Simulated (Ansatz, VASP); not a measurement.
# Se: VASP beside Ansatz

Contents of INCAR:

```
PREC = Accurate ; ENCUT = 520
EDIFF = 1E-6 ; ISMEAR = -1
SIGMA = 0.1 ; LREAL = F
LASPH = T ; NELM = 100
ALGO = Normal ; ISIF = 2
LWAVE = F ; LCHARG = F
GGA = B5 ; ALDAX = 1.0
AGGAX = 1.0 ; AGGAC = 1.0
ALDAC = 0.0 ; NBANDS = 13
```

Contents of KPOINTS:

```
Automatic mesh
0
Gamma
  14 14 8
```

File POSCAR:

```
Se
1.0
   -5.2054958888      4.8499012608      1.4225975048
    4.8499012608     -5.2054958888      1.4225975048
    3.5812898329      3.5812898329     -2.0738697172
Se
2
Direct
    0.0874639238      0.9125360762      0.0000000000
    0.6625360762      0.3374639238      0.5000000000
```

Input for Ansatz:

```yaml
crystal:
  lattice:
    - [-5.2054958888, 4.8499012608, 1.4225975048]
    - [4.8499012608, -5.2054958888, 1.4225975048]
    - [3.5812898329, 3.5812898329, -2.0738697172]
  atoms:
    - { symbol: Se, position: [0.0874639238, 0.9125360762, 0.0] }
    - { symbol: Se, position: [0.6625360762, 0.3374639238, 0.5] }
hamiltonian:
  xc: blyp
  pseudopotentials:
    kind: paw
    azcp:
      Se: "pseudopotentials/Se.paw.azcp"
basis:
  ecutwfc: 420
  fft_grid_basis: typed
kpoints:
  mp_grid: { grid: [14, 14, 8], shift: [0, 0, 0] }
magnetization:
  spin_polarized: false
scf:
  occupations: { method: fermi_dirac, width: 0.1 }
  lower_state_search: "off"
output:
  stress: true
```

Alike in both runs: task single point; functional BLYP; k mesh 14 × 14 × 8; occupations fermi-dirac, width 0.1 eV; no spin polarisation.

|  | VASP | Ansatz |
| --- | --- | --- |
| version | VASP 6.6.1 | Ansatz 0.2.0 |
| potentials or method | VASP PAW PBE potentials, release 64 (Se), cutoff 520 eV | plane waves (420 eV) with PAW, scalar-relativistic |
| valence electrons in the cell | 12 | 32 |

VASP gave:

```
pressure (GPa)                                                : 1.2
traceless stress, the component that is largest in VASP (GPa) : 0.78
```

Q: Estimate Ansatz's values.

A: Pressure (GPa): 1.1; traceless stress, the component that is largest in VASP (GPa): 0.72.

VASP's potentials were made for PBE, not for BLYP. VASP's potentials hold 12 valence electrons a cell and Ansatz's 32, so a difference there can come from the potentials and not from the codes.
